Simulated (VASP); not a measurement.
# GaB (P4/mmm) in VASP: settings compared

The runs below take GaB through single point, with HSE06, PBE-based screened hybrid with 40 % exact exchange.

Everything below comes from runs of VASP 6.6.1. Logs are shortened: lines on timing, memory, paths and dates and some standing lists are left out, and cuts for length are marked.

## (1) The cell of the first run

It takes space group P4/mmm (No. 123, tetragonal). The conventional cell has a = 2.718 Å, b = 2.718 Å, c = 3.236 Å, α = 90.00°, β = 90.00°, γ = 90.00°. Within 3.3 Å of Ga (site symmetry 4/mmm) lie 8 B at 2.51 Å and 6 Ga at 2.72 to 3.24 Å. B (site symmetry 4/mmm) has 8 Ga at 2.51 Å and 6 B at 2.72 to 3.24 Å within 3.3 Å.

## (2) Single point, HSE06

POSCAR

```
GaB
1.0
    2.7182400000      0.0000000000      0.0000000000
    0.0000000000      2.7182400000      0.0000000000
    0.0000000000      0.0000000000      3.2362100000
Ga B
1 1
Direct
    0.5000000000      0.5000000000      0.5000000000
    0.0000000000      0.0000000000      0.0000000000
```

INCAR.step1

```
PREC     = Accurate       # precision mode
ENCUT    = 520            # plane-wave cutoff, eV
EDIFF    = 1E-5           # SCF threshold, eV
ISMEAR   = -1             # smearing method
SIGMA    = 0.05           # smearing width, eV
LREAL    = False          # projectors in reciprocal space
LASPH    = True           # aspherical terms in the spheres
NELM     = 100            # most SCF steps
ALGO     = Normal         # electronic algorithm
ISIF     = 2              # what is computed and relaxed
LWAVE    = True           # write WAVECAR
LCHARG   = False          # write CHGCAR
GGA      = PE             # functional
NBANDS   = 15             # bands
```

INCAR.step2

```
PREC     = Accurate       # precision mode
ENCUT    = 520            # plane-wave cutoff, eV
EDIFF    = 1E-6           # SCF threshold, eV
ISMEAR   = -1             # smearing method
SIGMA    = 0.05           # smearing width, eV
LREAL    = False          # projectors in reciprocal space
LASPH    = True           # aspherical terms in the spheres
NELM     = 100            # most SCF steps
ALGO     = Normal         # electronic algorithm
ISIF     = 2              # what is computed and relaxed
LWAVE    = False          # write WAVECAR
LCHARG   = False          # write CHGCAR
GGA      = PE             # functional
LHFCALC  = True           # exact exchange
HFSCREEN = 0.2079         # screening, 1/A
PRECFOCK = Normal       
ISTART   = 1            
NBANDS   = 15             # bands
```

KPOINTS

```
regular mesh
0
Gamma
  6 6 5
```

Potentials or basis: VASP PAW PBE potentials, release 64 (Ga_d, B).

Started as:

```console
$ cat potpaw_PBE.64/Ga_d/POTCAR potpaw_PBE.64/B/POTCAR > POTCAR
$ cp INCAR.step1 INCAR
$ mpirun -np 1 vasp_std > vasp.out
$ cp INCAR.step2 INCAR
$ mpirun -np 1 vasp_std > vasp.out
```

OUTCAR:

```text
PREC = Accurate
   ENCUT = 520
   EDIFF = 1E-6
   ISMEAR = -1
   LREAL = False
   LASPH = True
   NELM = 100
   ISIF = 2
   GGA = PE
   LHFCALC = True
   HFSCREEN = 0.2079
   PRECFOCK = Normal
   ISTART = 1

 ion  position               nearest neighbor table
   1  0.500  0.500  0.500-   2 2.51   2 2.51   2 2.51   2 2.51   2 2.51   2 2.51   2 2.51   2 2.51

   2  0.000  0.000  0.000-   1 2.51   1 2.51   1 2.51   1 2.51   1 2.51   1 2.51   1 2.51   1 2.51

  LATTYP: Found a simple tetragonal cell.
 ALAT       =     2.7182400000
 C/A-ratio  =     1.1905534463

  Lattice vectors:

 A1 = (   2.7182400000,   0.0000000000,   0.0000000000)
 A2 = (   0.0000000000,   2.7182400000,   0.0000000000)
 A3 = (   0.0000000000,   0.0000000000,   3.2362100000)

Analysis of symmetry for initial positions (statically):
=====================================================================
 Subroutine PRICEL returns:
 Original cell was already a primitive cell.

 Routine SETGRP: Setting up the symmetry group for a
 simple tetragonal supercell.

 Subroutine GETGRP returns: Found 16 space group operations
 (whereof 16 operations were pure point group operations)
 out of a pool of 16 trial point group operations.

The static configuration has the point symmetry D_4h.

Analysis of symmetry for dynamics (positions and initial velocities):
=====================================================================
 Subroutine PRICEL returns:
 Original cell was already a primitive cell.

 Routine SETGRP: Setting up the symmetry group for a
 simple tetragonal supercell.

 Subroutine GETGRP returns: Found 16 space group operations
 (whereof 16 operations were pure point group operations)
 out of a pool of 16 trial point group operations.

The dynamic configuration has the point symmetry D_4h.

 Subroutine INISYM returns: Found 16 space group operations
 (whereof 16 operations are pure point group operations),
 and found     1 'primitive' translations

----------------------------------------------------------------------------------------

                                     Primitive cell

  volume of cell :      23.9118

  direct lattice vectors                    reciprocal lattice vectors
     2.718240000  0.000000000  0.000000000     0.367885102  0.000000000  0.000000000
     0.000000000  2.718240000  0.000000000     0.000000000  0.367885102  0.000000000
     0.000000000  0.000000000  3.236210000     0.000000000  0.000000000  0.309003433

  length of vectors
     2.718240000  2.718240000  3.236210000     0.367885102  0.367885102  0.309003433

  position of ions in fractional coordinates (direct lattice)
     0.500000000  0.500000000  0.500000000
     0.000000000  0.000000000  0.000000000

  ion indices of the primitive-cell ions
   primitive index   ion index
                 1           1
                 2           2

----------------------------------------------------------------------------------------

 KPOINTS: regular mesh

Automatic generation of k-mesh.
 Grid dimensions read from file:
 generate k-points for:    6    6    5

 Generating k-lattice:

  Cartesian coordinates                     Fractional coordinates (reciprocal lattice)
     0.061314184  0.000000000  0.000000000     0.166666667  0.000000000  0.000000000
     0.000000000  0.061314184  0.000000000     0.000000000  0.166666667  0.000000000
     0.000000000  0.000000000  0.061800687     0.000000000  0.000000000  0.200000000

  Length of vectors
     0.061314184  0.061314184  0.061800687

  Shift w.r.t. Gamma in fractional coordinates (k-lattice)
     0.000000000  0.000000000  0.000000000

 Subroutine IBZKPT returns following result:
 ===========================================

 Found     30 irreducible k-points:

 Following reciprocal coordinates:
            Coordinates               Weight
  0.000000  0.000000  0.000000      1.000000
  0.166667  0.000000  0.000000      4.000000
  0.333333  0.000000  0.000000      4.000000
  0.500000  0.000000  0.000000      2.000000
  0.166667  0.166667  0.000000      4.000000
  0.333333  0.166667  0.000000      8.000000
[... 16 lines left out ...]
  0.333333  0.000000  0.400000      8.000000
  0.500000  0.000000  0.400000      4.000000
 [... further k-points ...]
   k-points           NKPTS =     30   k-points in BZ     NKDIM =    180   number of bands    NBANDS=     15
   number of dos      NEDOS =    301   number of ions     NIONS =      2
   total plane-waves  NPLWV =   9600
   dimension x,y,z NGX =    20 NGY =   20 NGZ =   24
   dimension x,y,z NGXF=    40 NGYF=   40 NGZF=   48
   ions per type =               1   1
   NGX,Y,Z   is equivalent  to a cutoff of  12.23, 12.23, 12.33 a.u.
   NGXF,Y,Z  is equivalent  to a cutoff of  24.46, 24.46, 24.66 a.u.
 SYSTEM =  unknown system
   PREC   = accura    normal or accurate (medium, high low for compatibility)
   ISTART =      1    job   : 0-new  1-cont  2-samecut
   ICHARG =      0    charge: 1-file 2-atom 10-const
   ISPIN  =      1    spin polarized calculation?
   LNONCOLLINEAR =      F non collinear calculations
   LSORBIT =      F    spin-orbit coupling
   LASPH  =      T    aspherical Exc in radial PAW
   ENCUT  =  520.0 eV  38.22 Ry    6.18 a.u.   5.05  5.05  6.02*2*pi/ulx,y,z
   NELM   =    100;   NELMIN=  2; NELMDL=  0     # of ELM steps
   EDIFF  = 0.1E-05   stopping-criterion for ELM
   LREAL  =      F    real-space projection
   EDIFFG = 0.1E-04   stopping-criterion for IOM
   NSW    =      0    number of steps for IOM
   IBRION =     -1    ionic relax: 0-MD 1-quasi-New 2-CG
   NFREE  =      0    steps in history (QN), initial steepest desc. (CG)
   ISIF   =      2    stress and relaxation
   ISYM   =      3    0-nonsym 1-usesym 2-fastsym
   POTIM  = 0.5000    time-step for ionic-motion
   TEBEG  =    0.0;   TEEND  =   0.0 temperature during run
   PSTRESS=    0.0 pullay stress
   NELECT =      16.0000    total number of electrons
   NUPDOWN=      -1.0000    fix difference up-down
   EMIN   =  10.00;   EMAX   =-10.00  energy-range for DOS
   EFERMI =   0.00;   METHOD = LEGACY
   ISMEAR =    -1;   SIGMA  =   0.05  broadening in eV -4-tet -1-fermi 0-gaus
   EFERMI_NEDOS =   21; number of points for ismear=-14 and -15
   IALGO  =     38    algorithm
   IMIX   =      1    mixing-type and parameters
     AMIX     =   0.40;   BMIX     =  1.00
     AMIX_MAG =   1.60;   BMIX_MAG =  1.00
  volume/ion in A,a.u.               =      11.96        80.68
  Fermi-wavevector in a.u.,A,eV,Ry     =   1.431894  2.705886 27.896285  2.050319
  Thomas-Fermi vector in A             =   2.551580
   LORBIT       =      0    0 simple, 1 ext, 2 COOP (PROOUT), +10 PAW based schemes
   GGA     = PE    functional components
   LHFCALC =     T    Hartree Fock is set to
   PRECFOCK=normal    Normal, Fast or Accurate (Low or Medium for compatibility)
   ENCUT4O =  -1.0   cutoff for four orbital integrals eV
   NKREDX  =     1    reduce k-point grid by
   NKREDY  =     1    reduce k-point grid by
   NKREDZ  =     1    reduce k-point grid by
   AEXX    =    0.2500 exact exchange contribution
   HFSCREEN=    0.2079 screening length (either q_TF or 0.3 A-1)
   HFSCREENC=   0.2079 screening length for correlation (either q_TF or 0.3 A-1)
   ENCUTFOCK=  -1.0 apply spherical cutoff to Coloumb kernel
   IVDW    =     0    specifies the selected vdW correction
   LEPSILON=     F    determine dielectric tensor
   LRPA    =     F    only Hartree local field effects (RPA)
 non-spin polarized calculation
  energy-cutoff  :      520.00
  volume of cell :       23.91
 maximum number of plane-waves:       657
  NGX = 16; NGY = 16; NGZ = 20

 number of electron      16.0000024 magnetization

 Free energy of the ion-electron system (eV)
  ---------------------------------------------------
  ext. energy  EPLUGINS =         0.00000000
  ---------------------------------------------------
  free energy    TOTEN  =        -8.06980581 eV

  energy without entropy =       -8.06342796  energy(sigma->0) =       -8.06661688

 E-fermi :   7.2118     XC(G=0):  -9.7268

 val. band max:        7.2024513297   @ k =   0.3333   0.0000   0.4000
 cond. band min:       7.2453675246   @ k =   0.1667   0.1667   0.0000
 fundamental gap:      0.0429161949
 Fermi energy:         7.2118310885

 k-point     1 :       0.0000    0.0000    0.0000
  band No.  band energies     occupation
      1     -11.3610      2.00000
      2     -11.2080      2.00000
      3     -10.9194      2.00000
      4     -10.9194      2.00000
      5     -10.8600      2.00000
      6      -8.1981      2.00000
      7       4.9004      2.00000
      8       9.1636      0.00000
      9      10.1469      0.00000
     10      10.1469      0.00000
     11      16.7267      0.00000
     12      16.9753      0.00000
     13      21.5361      0.00000
     14      22.7115      0.00000
     15      22.7115      0.00000

 k-point     2 :       0.1667    0.0000    0.0000
  band No.  band energies     occupation
      1     -11.3054      2.00000
      2     -11.1600      2.00000
      3     -10.9741      2.00000
      4     -10.9146      2.00000
      5     -10.8997      2.00000
      6      -7.6024      2.00000
      7       5.5728      2.00000
      8       6.4336      2.00000
      9       9.7065      0.00000
     10      10.6706      0.00000
     11      17.2895      0.00000
     12      18.7099      0.00000
     13      19.5093      0.00000
     14      22.3091      0.00000
     15      23.0457      0.00000

 k-point     3 :       0.3333    0.0000    0.0000
  band No.  band energies     occupation
      1     -11.2484      2.00000
      2     -11.0806      2.00000
      3     -11.0222      2.00000
      4     -10.9777      2.00000
      5     -10.9050      2.00000
      6      -5.7897      2.00000
      7       1.4516      2.00000
      8       7.4114      0.03625
      9      10.9792      0.00000
     10      11.9751      0.00000
     11      15.5679      0.00000
     12      16.1304      0.00000
     13      18.7281      0.00000
     14      20.5701      0.00000
     15      24.4658      0.00000
[... 343 lines left out ...]
 k-point    23 :       0.3333    0.0000    0.4000
  band No.  band energies     occupation
      1     -11.2277      2.00000
      2     -11.1930      2.00000
      3     -10.9697      2.00000
      4     -10.9367      2.00000
      5     -10.9121      2.00000
      6      -3.3181      2.00000
      7      -0.2707      2.00000
      8       3.8482      2.00000
      9       7.2025      1.09352
     10      12.8946      0.00000
     11      17.7513      0.00000
     12      19.6466      0.00000
     13      20.1404      0.00000
     14      23.6950      0.00000
     15      26.0074      0.00000

 k-point    24 :       0.5000    0.0000    0.4000
  band No.  band energies     occupation
      1     -11.2623      2.00000
      2     -11.2067      2.00000
      3     -11.0065      2.00000
      4     -10.9294      2.00000
      5     -10.8225      2.00000
      6      -0.5708      2.00000
      7      -0.0252      2.00000
      8       2.3117      2.00000
      9       3.5157      2.00000
     10      13.3520      0.00000
     11      18.1391      0.00000
     12      19.9308      0.00000
     13      21.4659      0.00000
     14      24.2633      0.00000
     15      25.5233      0.00000

 [... further k-points ...]
[... 5 lines left out ...]
  --------------------------------------------------------------------------------------
  -------------------------------------------------------------------------------------
  Total       -0.1024716     -0.1024716     -0.5284018      0.0000000     -0.0000000      0.0000000
  in kB       -6.8659666     -6.8659666    -35.4048366      0.0000000     -0.0000000      0.0000000
  external PRESSURE =     -16.3789233 kB  Pullay stress =       0.0000000 kB

 VOLUME and BASIS-vectors are now :
 -----------------------------------------------------------------------------
  energy-cutoff  :      520.00
  volume of cell :       23.91
      direct lattice vectors                 reciprocal lattice vectors
     2.718240000  0.000000000  0.000000000     0.367885102  0.000000000  0.000000000
     0.000000000  2.718240000  0.000000000     0.000000000  0.367885102  0.000000000
     0.000000000  0.000000000  3.236210000     0.000000000  0.000000000  0.309003433

 POSITION                                       TOTAL-FORCE (eV/Angst)
 -----------------------------------------------------------------------------------
      1.35912      1.35912      1.61810         0.000000      0.000000      0.000000
      0.00000      0.00000      0.00000         0.000000      0.000000      0.000000
 -----------------------------------------------------------------------------------
    total drift:                                0.000000     -0.000000     -0.000000

  FREE ENERGIE OF THE ION-ELECTRON SYSTEM (eV)
  ---------------------------------------------------
  free  energy   TOTEN  =        -8.0698058101 eV

  energy  without entropy=       -8.0634279594  energy(sigma->0) =       -8.06661688
```

Run time: 14 min. Hardware: 1 thread of Intel Xeon Platinum 8488C (Sapphire Rapids), shared host; peak memory 0.25 GiB.

Results:

```yaml
Free_energy: -8.0698 eV
Pressure: -1.6 GPa
Band_gap_on_the_k_mesh: zero (bands 8 and 9 overlap by 8.28 eV)
```

Stress tensor (GPa, compression positive):
```
-0.69  0.00  0.00
 0.00 -0.69  0.00
 0.00  0.00 -3.54
```

Levels at points of the mesh, in eV from the Fermi level:
| k point | band 4 | band 5 | band 6 | band 7 | band 8 | band 9 | band 10 | band 11 | band 12 | band 13 |
| --- | --- | --- | --- | --- | --- | --- | --- | --- | --- | --- |
| (0.00, 0.00, 0.00) | -18.13 | -18.07 | -15.41 | -2.31 | 1.95 | 2.94 | 2.94 | 9.51 | 9.76 | 14.32 |
| (0.50, 0.00, 0.00) | -18.16 | -18.11 | -10.26 | -9.64 | 1.89 | 5.69 | 5.81 | 5.85 | 6.12 | 12.00 |
| (0.50, 0.50, 0.00) | -18.17 | -17.92 | -5.39 | -5.39 | -4.66 | -2.27 | 3.65 | 8.33 | 8.33 | 10.61 |

Caveat: the k points lie up to 0.39 Å⁻¹ apart, too coarse for converged energies and pressures of a metal; the PAW data sets were made with another functional, which shifts forces and pressure a little.

## (3) Single point, PBE-based screened hybrid with 40 % exact exchange

POSCAR is that of step 2.

INCAR.step1

```
PREC = Accurate
ENCUT = 520
EDIFF = 1E-5
ISMEAR = -1
SIGMA = 0.05
LREAL = F
LASPH = T
NELM = 60
ALGO = Normal
ISIF = 2
LWAVE = T
NBANDS = 15
GGA = PE
```

INCAR.step2

```
PREC = Accurate
ENCUT = 520
EDIFF = 1E-7
ISMEAR = -1
SIGMA = 0.05
LREAL = F
LASPH = T
NELM = 60
ALGO = Normal
ISIF = 2
LWAVE = F
LCHARG = T
GGA = PE
LHFCALC = T
AEXX = 0.4
HFSCREEN = 0.2
PRECFOCK = Normal
LELF = T
LVHAR = T
NBANDS = 15
ISTART = 1
```

KPOINTS

```
regular mesh
0
Gamma
  5 5 4
```

Potentials or basis: VASP PAW PBE potentials, release 64 (Ga_d, B).

Started as:

```console
$ cat potpaw_PBE.64/Ga_d/POTCAR potpaw_PBE.64/B/POTCAR > POTCAR
$ cp INCAR.step1 INCAR
$ mpirun -np 1 vasp_std > vasp.out
$ cp INCAR.step2 INCAR
$ mpirun -np 1 vasp_std > vasp.out
```

It took 16 min on 1 thread of Intel Xeon 8259CL, shared host; peak memory 0.24 GiB.

Results (log left out):

```yaml
Free_energy: -8.7515 eV
Pressure: -5.1 GPa
Band_gap_on_the_k_mesh: zero (bands 8 and 9 overlap by 8.48 eV)
```

Stress tensor (GPa, compression positive):
```
-3.94  0.00  0.00
 0.00 -3.94  0.00
 0.00  0.00 -7.33
```

Levels at points of the mesh, in eV from the Fermi level:
| k point | band 4 | band 5 | band 6 | band 7 | band 8 | band 9 | band 10 | band 11 | band 12 | band 13 |
| --- | --- | --- | --- | --- | --- | --- | --- | --- | --- | --- |
| (0.00, 0.00, 0.00) | -19.69 | -19.62 | -16.21 | -2.36 | 2.53 | 3.46 | 3.46 | 10.22 | 10.29 | 15.47 |
| (0.00, 0.00, 0.50) | -19.73 | -19.62 | -12.28 | -12.06 | 5.60 | 5.60 | 9.93 | 11.01 | 11.01 | 11.47 |

Caveat: the k points lie up to 0.49 Å⁻¹ apart, too coarse for converged energies and pressures of a metal; the PAW data sets were made with another functional, which shifts forces and pressure a little.
